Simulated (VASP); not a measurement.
# Ti2C5 (P-6m2) in VASP: a series of runs, part 2 of 2

VASP 6.6.1. Earlier steps stand in the parts before.

### Step 4. Single point, PBE

This run uses another cell than the first one, of 12.92 Å³/atom.

Input file INCAR:

```
SYSTEM = Ti2C5
PREC = Accurate
ENCUT = 600
EDIFF = 1E-6
ISMEAR = 0
SIGMA = 0.1
LREAL = .False.
LASPH = .True.
NELM = 120
ALGO = Normal
ISIF = 2
LWAVE = .False.
LCHARG = .False.
GGA = PE
NBANDS = 31
GGA_COMPAT = .False.
```

Input file KPOINTS:

```
regular mesh
0
Gamma
  12 12 4
  0 0 0
```

Input file POSCAR:

```
Ti2C5
1.0
    3.2589797322      0.0000000000      0.0000000000
   -1.6294898661      2.8223592385      0.0000000000
    0.0000000000      0.0000000000      9.8332024996
Ti C
2 5
Direct
    0.6666666667      0.3333333333      0.8560793064
    0.6666666667      0.3333333333      0.1439206936
    0.0000000000      0.0000000000      0.2345823636
    0.0000000000      0.0000000000      0.7654176364
    0.0000000000      0.0000000000      0.5000000000
    0.0000000000      0.0000000000      0.3696600445
    0.0000000000      0.0000000000      0.6303399555
```

Potentials or basis: VASP PAW PBE potentials, release 64 (Ti_sv, C).

On the command line:

```console
> cat potpaw_PBE.64/Ti_sv/POTCAR potpaw_PBE.64/C/POTCAR > POTCAR
> mpirun -np 1 vasp_std > vasp.out
```

OUTCAR:

```text
SYSTEM = Ti2C5
   PREC = Accurate
   ENCUT = 600
   EDIFF = 1E-6
   ISMEAR = 0
   LREAL = .False.
   LASPH = .True.
   NELM = 120
   ISIF = 2
   GGA = PE

 ion  position               nearest neighbor table
   1  0.667  0.333  0.856-   4 2.08   4 2.08   4 2.08   2 2.83
   2  0.667  0.333  0.144-   3 2.08   3 2.08   3 2.08   1 2.83
   3  0.000  0.000  0.235-   6 1.33   2 2.08   2 2.08   2 2.08
   4  0.000  0.000  0.765-   7 1.33   1 2.08   1 2.08   1 2.08
   5  0.000  0.000  0.500-   6 1.28   7 1.28
   6  0.000  0.000  0.370-   5 1.28   3 1.33
   7  0.000  0.000  0.630-   5 1.28   4 1.33

  LATTYP: Found a hexagonal cell.
 ALAT       =     3.2589797322
 C/A-ratio  =     3.0172640850

  Lattice vectors:

 A1 = (   3.2589797322,   0.0000000000,   0.0000000000)
 A2 = (  -1.6294898661,   2.8223592385,   0.0000000000)
 A3 = (   0.0000000000,   0.0000000000,   9.8332024996)

Analysis of symmetry for initial positions (statically):
=====================================================================
 Subroutine PRICEL returns:
 Original cell was already a primitive cell.

 Routine SETGRP: Setting up the symmetry group for a
 hexagonal supercell.

 Subroutine GETGRP returns: Found 12 space group operations
 (whereof 12 operations were pure point group operations)
 out of a pool of 24 trial point group operations.

The static configuration has the point symmetry D_3h.

Analysis of symmetry for dynamics (positions and initial velocities):
=====================================================================
 Subroutine PRICEL returns:
 Original cell was already a primitive cell.

 Routine SETGRP: Setting up the symmetry group for a
 hexagonal supercell.

 Subroutine GETGRP returns: Found 12 space group operations
 (whereof 12 operations were pure point group operations)
 out of a pool of 24 trial point group operations.

The dynamic configuration has the point symmetry D_3h.

 Subroutine INISYM returns: Found 12 space group operations
 (whereof 12 operations are pure point group operations),
 and found     1 'primitive' translations

----------------------------------------------------------------------------------------

                                     Primitive cell

  volume of cell :      90.4459

  direct lattice vectors                    reciprocal lattice vectors
     3.258979732  0.000000000  0.000000000     0.306844498  0.177156754  0.000000000
    -1.629489866  2.822359238  0.000000000     0.000000000  0.354313507  0.000000000
     0.000000000  0.000000000  9.833202500     0.000000000  0.000000000  0.101696268

  length of vectors
     3.258979732  3.258979732  9.833202500     0.354313507  0.354313507  0.101696268

  position of ions in fractional coordinates (direct lattice)
     0.666666667  0.333333333  0.856079306
     0.666666667  0.333333333  0.143920694
     0.000000000  0.000000000  0.234582364
     0.000000000  0.000000000  0.765417636
     0.000000000  0.000000000  0.500000000
[... 36 lines left out ...]

 Found     57 irreducible k-points:

 Following reciprocal coordinates:
            Coordinates               Weight
  0.000000  0.000000  0.000000      1.000000
  0.083333  0.000000  0.000000      6.000000
  0.166667  0.000000  0.000000      6.000000
  0.250000  0.000000  0.000000      6.000000
  0.333333  0.000000  0.000000      6.000000
  0.416667  0.000000  0.000000      6.000000
[... 16 lines left out ...]
  0.250000  0.000000  0.250000     12.000000
  0.333333  0.000000  0.250000     12.000000
 [... further k-points ...]
   k-points           NKPTS =     57   k-points in BZ     NKDIM =     57   number of bands    NBANDS=     31
   number of dos      NEDOS =    301   number of ions     NIONS =      7
   total plane-waves  NPLWV =  62720
   dimension x,y,z NGX =    28 NGY =   28 NGZ =   80
   dimension x,y,z NGXF=    56 NGYF=   56 NGZF=  160
   ions per type =               2   5
   NGX,Y,Z   is equivalent  to a cutoff of  14.28, 14.28, 13.53 a.u.
   NGXF,Y,Z  is equivalent  to a cutoff of  28.57, 28.57, 27.05 a.u.
 SYSTEM =  Ti2C5
   PREC   = accura    normal or accurate (medium, high low for compatibility)
   ISTART =      0    job   : 0-new  1-cont  2-samecut
   ICHARG =      2    charge: 1-file 2-atom 10-const
   ISPIN  =      1    spin polarized calculation?
   LNONCOLLINEAR =      F non collinear calculations
   LSORBIT =      F    spin-orbit coupling
   LASPH  =      T    aspherical Exc in radial PAW
   ENCUT  =  600.0 eV  44.10 Ry    6.64 a.u.   6.51  6.51 19.64*2*pi/ulx,y,z
   NELM   =    120;   NELMIN=  2; NELMDL= -5     # of ELM steps
   EDIFF  = 0.1E-05   stopping-criterion for ELM
   LREAL  =      F    real-space projection
   EDIFFG = 0.1E-04   stopping-criterion for IOM
   NSW    =      0    number of steps for IOM
   IBRION =     -1    ionic relax: 0-MD 1-quasi-New 2-CG
   NFREE  =      0    steps in history (QN), initial steepest desc. (CG)
   ISIF   =      2    stress and relaxation
   ISYM   =      2    0-nonsym 1-usesym 2-fastsym
   POTIM  = 0.5000    time-step for ionic-motion
   TEBEG  =    0.0;   TEEND  =   0.0 temperature during run
   PSTRESS=    0.0 pullay stress
   NELECT =      44.0000    total number of electrons
   NUPDOWN=      -1.0000    fix difference up-down
   EMIN   =  10.00;   EMAX   =-10.00  energy-range for DOS
   EFERMI =   0.00;   METHOD = LEGACY
   ISMEAR =     0;   SIGMA  =   0.10  broadening in eV -4-tet -1-fermi 0-gaus
   EFERMI_NEDOS =   21; number of points for ismear=-14 and -15
   IALGO  =     38    algorithm
   IMIX   =      4    mixing-type and parameters
     AMIX     =   0.40;   BMIX     =  1.00
     AMIX_MAG =   1.60;   BMIX_MAG =  1.00
  volume/ion in A,a.u.               =      12.92        87.19
  Fermi-wavevector in a.u.,A,eV,Ry     =   1.287546  2.433109 22.555393  1.657775
  Thomas-Fermi vector in A             =   2.419554
   LORBIT       =      0    0 simple, 1 ext, 2 COOP (PROOUT), +10 PAW based schemes
   GGA     = PE    functional components
   LHFCALC =     F    Hartree Fock is set to
   AEXX    =    0.0000 exact exchange contribution
   IVDW    =     0    specifies the selected vdW correction
   LEPSILON=     F    determine dielectric tensor
   LRPA    =     F    only Hartree local field effects (RPA)
 non-spin polarized calculation
 Gauss-broadening in eV      SIGMA  =   0.10
  energy-cutoff  :      600.00
  volume of cell :       90.45
 maximum number of plane-waves:      3075
 NGX is ok and might be reduce to    28
   NGX = 13   NGY = 13   NGZ = 39

 number of electron      44.0000000 magnetization

 Free energy of the ion-electron system (eV)
  ---------------------------------------------------
  ext. energy  EPLUGINS =         0.00000000
  ---------------------------------------------------
  free energy    TOTEN  =       -58.16659447 eV

  energy without entropy =      -58.14876281  energy(sigma->0) =      -58.15767864

 E-fermi :   4.8076     XC(G=0): -10.2250

 val. band max:        4.7960651098   @ k =   0.1667   0.0833   0.0000
 cond. band min:       4.8158575476   @ k =   0.3333   0.0000   0.0000
 fundamental gap:      0.0197924379
 Fermi energy:         4.8075507130

 k-point     1 :       0.0000    0.0000    0.0000
  band No.  band energies     occupation
      1     -52.3739      2.00000
      2     -52.3463      2.00000
      3     -28.8066      2.00000
      4     -28.5863      2.00000
      5     -28.5071      2.00000
      6     -28.5071      2.00000
[... 805 lines left out ...]
     30       8.6039      0.00000
     31       8.7933      0.00000

 [... further k-points ...]

------------------------ aborting loop because EDIFF is reached ----------------------------------------

  FORCE on cell =-STRESS in cart. coord.  units (eV):
  Direction    XX          YY          ZZ          XY          YZ          ZX
  --------------------------------------------------------------------------------------
  -------------------------------------------------------------------------------------
  Total       -0.0259279     -0.0259279     -0.1104171      0.0000000      0.0000000      0.0000000
  in kB       -0.4592918     -0.4592918     -1.9559505      0.0000000      0.0000000      0.0000000
  external PRESSURE =      -0.9581781 kB  Pullay stress =       0.0000000 kB

 VOLUME and BASIS-vectors are now :
 -----------------------------------------------------------------------------
  energy-cutoff  :      600.00
  volume of cell :       90.45
      direct lattice vectors                 reciprocal lattice vectors
     3.258979732  0.000000000  0.000000000     0.306844498  0.177156754  0.000000000
    -1.629489866  2.822359238  0.000000000     0.000000000  0.354313507  0.000000000
     0.000000000  0.000000000  9.833202500     0.000000000  0.000000000  0.101696268

 POSITION                                       TOTAL-FORCE (eV/Angst)
 -----------------------------------------------------------------------------------
      1.62949      0.94079      8.41800        -0.000000      0.000000      0.026471
      1.62949      0.94079      1.41520        -0.000000      0.000000     -0.026471
      0.00000      0.00000      2.30670         0.000000     -0.000000     -0.001182
      0.00000      0.00000      7.52651         0.000000     -0.000000      0.001182
      0.00000      0.00000      4.91660         0.000000     -0.000000      0.000000
      0.00000      0.00000      3.63494         0.000000     -0.000000      0.033025
      0.00000      0.00000      6.19826         0.000000     -0.000000     -0.033025
 -----------------------------------------------------------------------------------
    total drift:                               -0.000001      0.000000      0.000000

  FREE ENERGIE OF THE ION-ELECTRON SYSTEM (eV)
  ---------------------------------------------------
  free  energy   TOTEN  =       -58.1665944719 eV

  energy  without entropy=      -58.1487628116  energy(sigma->0) =      -58.15767864
```

It took 3.7 min on 1 thread of Intel Xeon Platinum 8259CL at 2.50GHz (Skylake/Cascade Lake), shared host; peak memory 0.33 GiB.

What came out:

- Free energy: -58.1666 eV
- Pressure: -0.1 GPa
- Largest force: 0.033 eV/Å
- Band gap on the k mesh: zero (bands 22 and 23 overlap by 0.97 eV)

Forces on the atoms (eV/Å):
```
Ti   0.000  0.000  0.026
Ti   0.000  0.000 -0.026
C    0.000  0.000 -0.001
C    0.000  0.000  0.001
C    0.000  0.000  0.000
C    0.000  0.000  0.033
C    0.000  0.000 -0.033
```

### Step 5. Overview

| task | cell | k mesh | smearing | gap on the mesh (eV) | pressure (GPa) | largest force (eV/Å) |
| --- | --- | --- | --- | --- | --- | --- |
| single point | a = 3.273, b = 3.273, c = 9.813 Å, angles 90.0, 90.0, 120.0°, 7 atoms, atomic positions A | 5 × 5 × 2 | gaussian 0.2 eV | none | -0.2 | 0.03 |
| relaxation of cell and atoms | relaxed from a = 3.725, b = 3.725, c = 7.960 Å, angles 90.0, 90.0, 120.0°, 7 atoms, atomic positions B | 5 × 5 × 2 | gaussian 0.2 eV | 0.34 | 0.4 | 0.03 |
| single point | a = 3.259, b = 3.259, c = 9.833 Å, angles 90.0, 90.0, 120.0°, 7 atoms, atomic positions C | 12 × 12 × 4 | gaussian 0.1 eV | none | -0.1 | 0.03 |

Alike in all rows: level PBE; potentials or basis VASP PAW PBE potentials, release 64 (Ti_sv, C); no spin polarisation; cutoff (eV) 600.

Caveats: some runs use coarse meshes; a cell axis changed by over 15 % at a fixed basis, so the end point is rough (at least some runs).

Total energies depend on the potentials used, so only differences within one code and one set of settings carry meaning.

The gap in the log of VASP goes by the Fermi energy; the results here count the filled bands.